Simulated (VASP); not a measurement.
AlNi: relaxation of cell and atoms with PBEsol

Crystal: AlNi.

```
CELL_PARAMETERS angstrom
2.88100 0.00000 0.00000
0.00000 2.88100 0.00000
0.00000 0.00000 2.88100
ATOMIC_POSITIONS crystal
Ni 0.50000 0.50000 0.50000
Al 0.00000 0.00000 0.00000
```

```yaml
Program: VASP 6.6.1
Task: relaxation of cell and atoms
Functional: PBEsol
Potentials_or_basis: VASP PAW PBE potentials, release 64 (Ni, Al)
Cutoff: 600 eV
k_mesh: 9 × 9 × 9
Occupations: fermi-dirac, width 0.05 eV
Spin: collinear spin, ferromagnetic start
Starting_moments: "[1.0, 0.0] μB"
Target_pressure: 20 GPa
Dipole_correction: no
Further_INCAR_settings: ALGO = Normal; EDIFF = 1e-07; IBRION = 2; EDIFFG = -0.005; NSW = 80; ISIF = 3
```

```json
{
  "Relaxed volume": "10.67 Å³/atom",
  "Relaxed cell": "a = 2.774 Å, b = 2.774 Å, c = 2.774 Å, α = 90.00°, β = 90.00°, γ = 90.00°",
  "Space group after relaxing (to 0.05 Å)": "Pm-3m (No. 221)",
  "Energy change on relaxing (the enthalpy is what falls)": "+58.1 meV/atom",
  "Ionic steps": "7",
  "Pressure after relaxing": "20.0 GPa",
  "Net moment": "0.00 μB per cell",
  "Valence electrons inside the program's atomic spheres": "Ni 9.70; Al 0.86"
}
```

The path:
| step | energy change (eV) | largest force (eV/Å) | pressure (GPa) | volume (Å³) |
| --- | --- | --- | --- | --- |
| 1 | 0.0000 | 0.0000 | -3.24 | 23.91 |
| 2 | 0.8957 | 0.0000 | 70.87 | 18.40 |
| 3 | 0.1055 | 0.0000 | 18.96 | 21.43 |
| 4 | 0.1144 | 0.0000 | 19.84 | 21.35 |
| 5 | 0.1206 | 0.0000 | 20.44 | 21.30 |
| 6 | 0.1106 | 0.0000 | 19.47 | 21.38 |
| 7 | 0.1162 | 0.0000 | 20.02 | 21.34 |

Final structure:
```
Ni Al
1.0
     2.77368    0.00000    0.00000
     0.00000    2.77368    0.00000
     0.00000    0.00000    2.77368
Ni Al
1 1
Cartesian
  1.3868 1.3868 1.3868
  0.0000 0.0000 2.7737
```

Levels at points of the mesh, in eV from the Fermi level:
Spin up:
| k point | band 2 | band 3 | band 4 | band 5 | band 6 | band 7 | band 8 | band 9 | band 10 | band 11 |
| --- | --- | --- | --- | --- | --- | --- | --- | --- | --- | --- |
| (0.00, 0.00, 0.00) | -3.88 | -3.88 | -1.85 | -1.85 | -1.85 | 5.96 | 5.96 | 5.96 | 8.47 | 8.47 |
Spin down:
| k point | band 4 | band 5 | band 6 | band 7 | band 8 | band 9 |
| --- | --- | --- | --- | --- | --- | --- |
| (0.00, 0.00, 0.00) | -1.85 | -1.85 | -1.85 | 5.96 | 5.96 | 5.96 |

It took 3.3 min on 1 thread of AMD EPYC 7R13, on a shared host, peak memory 0.14 GiB.

Caveat: the cell is relaxed towards a set pressure, so the enthalpy falls and the energy may rise; the PAW data sets were made with another functional, which shifts forces and pressure a little.
